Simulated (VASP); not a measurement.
Set up this calculation in VASP 6.6.1, as the native input.

```
Task                   : single point
Functional             : r2SCAN
Potentials or basis    : VASP PAW PBE potentials, release 64 (Mg, S)
Cutoff                 : 660 eV
k mesh                 : 7 × 7 × 7
Occupations            : gaussian, width 0.01 eV
Spin                   : no spin polarisation
Dipole correction      : no
Further INCAR settings : ALGO = Normal; EDIFF = 1e-06; NBANDS = 11
```

The system is MgS.

```
CELL_PARAMETERS angstrom
0.00000 2.63395 2.63395
2.63395 0.00000 2.63395
2.63395 2.63395 0.00000
ATOMIC_POSITIONS crystal
Mg 0.00000 0.00000 0.00000
S 0.25000 0.25000 0.25000
```

One way to write it, as run:

POSCAR

```
MgS
1.0
    0.0000000000      2.6339546330      2.6339546330
    2.6339546330      0.0000000000      2.6339546330
    2.6339546330      2.6339546330      0.0000000000
Mg S
1 1
Direct
    0.0000000000      0.0000000000      0.0000000000
    0.2500000000      0.2500000000      0.2500000000
```

INCAR.step1

```
SYSTEM = MgS
PREC = Accurate ; ENCUT = 660
ISMEAR = 0 ; SIGMA = 0.01
LREAL = .FALSE. ; LASPH = .TRUE.
NELM = 120 ; NBANDS = 11
GGA = PE ; ALGO = Normal
EDIFF = 1E-5 ; LWAVE = .TRUE.
LCHARG = .FALSE. ; GGA_COMPAT = .FALSE.
```

INCAR.step2

```
SYSTEM = MgS
PREC = Accurate ; ENCUT = 660
EDIFF = 1E-6 ; ISMEAR = 0
SIGMA = 0.01 ; LREAL = .FALSE.
LASPH = .TRUE. ; NELM = 120
ALGO = Normal ; ISIF = 2
LWAVE = .FALSE. ; LCHARG = .FALSE.
METAGGA = R2SCAN ; LMIXTAU = .TRUE.
NBANDS = 11 ; ISTART = 1
GGA_COMPAT = .FALSE.
```

KPOINTS

```
Automatic mesh
0
G
  7 7 7
  0 0 0
```

Potentials or basis: VASP PAW PBE potentials, release 64 (Mg, S).

Run with:

```bash
$ cat potpaw_PBE.64/Mg/POTCAR potpaw_PBE.64/S/POTCAR > POTCAR
$ cp INCAR.step1 INCAR
$ mpirun -np 1 vasp_std > vasp.out
$ cp INCAR.step2 INCAR
$ mpirun -np 1 vasp_std > vasp.out
```

It gave:

- Pressure: 19.8 GPa
- Band gap on the k mesh: 4.28 eV (least direct gap 5.39 eV)

Caveat: the cell stands under pressure; the PAW data sets were made with another functional, which shifts forces and pressure a little; an odd mesh through Γ misses points on the zone boundary, where band edges can lie.

Wall time 58 s on 1 thread of Intel(R) Xeon(R) Platinum 8259CL CPU @ 2.50GHz (Skylake/Cascade Lake) (shared host), peak memory 0.19 GiB.
